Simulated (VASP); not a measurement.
A run of VASP 6.6.1 is set up as follows.

The input POSCAR:

```
ZnS
1.0
   -2.6945131931     -2.6945131931      0.0000000000
    2.6945131931     -2.6945131931      0.0000000000
    0.5389026386     -0.5389026386     10.7780527726
Zn S
4 4
Direct
    0.5000000000      0.4625000000      0.1875000000
    0.0000000000     -0.0875000000      0.4375000000
    0.5000000000      0.3625000000      0.6875000000
    0.0000000000     -0.1875000000      0.9375000000
    0.5000000000     -0.0625000000      0.3125000000
    0.0000000000      0.3875000000      0.5625000000
    0.5000000000     -0.1625000000      0.8125000000
    0.0000000000      0.4875000000      0.0625000000
```

INCAR.step1

```
  ALGO = Normal
  EDIFF = 1E-4
  ENCUT = 520
  GGA = PE
  ISMEAR = 0
  LASPH = True
  LCHARG = False
  LREAL = False
  LWAVE = True
  NBANDS = 46
  NELM = 100
  PREC = Accurate
  SIGMA = 0.05
```

The input INCAR.step2:

```
  ALGO = Normal
  EDIFF = 1E-7
  ENCUT = 520
  ISIF = 2
  ISMEAR = 0
  ISTART = 1
  LASPH = True
  LCHARG = False
  LMIXTAU = True
  LREAL = False
  LWAVE = False
  METAGGA = R2SCAN
  NBANDS = 46
  NELM = 100
  PREC = Accurate
  SIGMA = 0.05
```

File KPOINTS:

```
k-points
0
Gamma
  6 6 2
```

Potentials or basis: VASP PAW PBE potentials, release 64 (Zn, S).

Command:

```bash
$ cat potpaw_PBE.64/Zn/POTCAR potpaw_PBE.64/S/POTCAR > POTCAR
$ cp INCAR.step1 INCAR
$ mpirun -np 1 vasp_std > vasp.out
$ cp INCAR.step2 INCAR
$ mpirun -np 1 vasp_std > vasp.out
```

Task: Predict the pressure.

Result: 7.9 GPa.

Task: Predict the largest force.

Result: 13.115 eV/Å.

Task: What does it give for the band gap on the k mesh?

Result: 2.63 eV, direct.

Forces on the atoms (eV/Å):
```
Zn  -0.013  0.013  0.025
Zn  -0.011  0.011 -0.031
Zn  -0.072  0.072 -0.111
Zn   5.658 -5.658 -9.476
S    0.026 -0.026  0.040
S    0.037 -0.037  0.035
S    0.499 -0.499 -0.331
S   -6.123  6.123  9.850
```

Caveat: the PAW data sets were made with another functional, which shifts forces and pressure a little. r2SCAN opens gaps a little over a GGA but as a rule still falls short of measured ones.
